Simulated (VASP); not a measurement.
Pb:

```
Pb
1.0
     3.48000    0.00000    0.00000
    -1.74000    3.01377    0.00000
     0.00000    0.00000    5.59000
Pb
2
Direct
  0.66667 0.33333 0.75000
  0.33333 0.66667 0.25000
```

Base run:

```yaml
Program: VASP 6.6.1
Functional: r2SCAN
Potentials_or_basis: VASP PAW PBE potentials, release 64 (Pb_d)
Cutoff: 520 eV
k_mesh: 9 × 9 × 5
Occupations: fermi-dirac, width 0.05 eV
Spin: no spin polarisation
```

Its results: band gap on the k mesh zero (band 14 reaches 13.56 eV, above the bottom of band 15 at 5.52 eV); pressure 2.9 GPa.

Task: After a change of settings the same cell gave: band gap on the k mesh zero (band 14 reaches 13.06 eV, above the bottom of band 15 at 5.36 eV); pressure -0.5 GPa. Which change was it?
A. functional from r2SCAN to BLYP; further incar settings from ALGO = Normal; EDIFF = 1e-06; NBANDS = 21 to ALGO = Fast; EDIFF = 1e-06; NBANDS = 21
B. functional from r2SCAN to LDA; potentials or basis from VASP PAW PBE potentials, release 64 (Pb_d) to VASP PAW LDA potentials, release 64 (Pb_d)
C. functional from r2SCAN to r2SCANh; k mesh from 9 × 9 × 5 to 5 × 5 × 3
D. functional from r2SCAN to r2SCAN50; k mesh from 9 × 9 × 5 to 5 × 5 × 3

Result: B.

Caveats: spin-orbit coupling is left out, which moves the levels of the heavy elements; the PAW data sets were made with another functional, which shifts forces and pressure a little (some runs).
